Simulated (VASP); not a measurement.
Here is a VASP 6.6.1 calculation.

File INCAR:

```
  PREC = Accurate
  ENCUT = 520
  EDIFF = 1E-7
  ISMEAR = 0
  SIGMA = 0.1
  LREAL = F
  LASPH = T
  NELM = 100
  ALGO = Normal
  ISIF = 2
  LWAVE = F
  LCHARG = T
  GGA = PE
  LELF = T
  LVHAR = T
  NBANDS = 48
```

Contents of KPOINTS:

```
Automatic mesh
0
Gamma
  4 4 4
```

Contents of POSCAR:

```
Bi2PtS6
1.0
    0.0000000000      4.6916678300      4.6916678300
    4.6916678300      0.0000000000      4.6916678300
    4.6916678300      4.6916678300      0.0000000000
Bi Pt S
2 1 6
Direct
    0.2500000000      0.2500000000      0.2500000000
    0.7500000000      0.7500000000      0.7500000000
    0.0000000000      0.0000000000      0.0000000000
    0.7500000000      0.2500000000      0.2500000000
    0.2500000000      0.7500000000      0.7500000000
    0.2500000000      0.7500000000      0.2500000000
    0.7500000000      0.2500000000      0.7500000000
    0.2500000000      0.2500000000      0.7500000000
    0.7500000000      0.7500000000      0.2500000000
```

Potentials or basis: VASP PAW PBE potentials, release 64 (Bi_d, Pt, S).

Launch:

```sh
$ cat potpaw_PBE.64/Bi_d/POTCAR potpaw_PBE.64/Pt/POTCAR potpaw_PBE.64/S/POTCAR > POTCAR
$ mpirun -np 1 vasp_std > vasp.out
```

**Question.** Estimate the pressure.

**Answer.** -4.1 GPa.

**Question.** What does it give for the band gap on the k mesh?

**Answer.** Zero (band 38 reaches 5.74 eV, above the bottom of band 39 at 5.12 eV).

Caveat: spin-orbit coupling is left out, which moves the levels of the heavy elements.
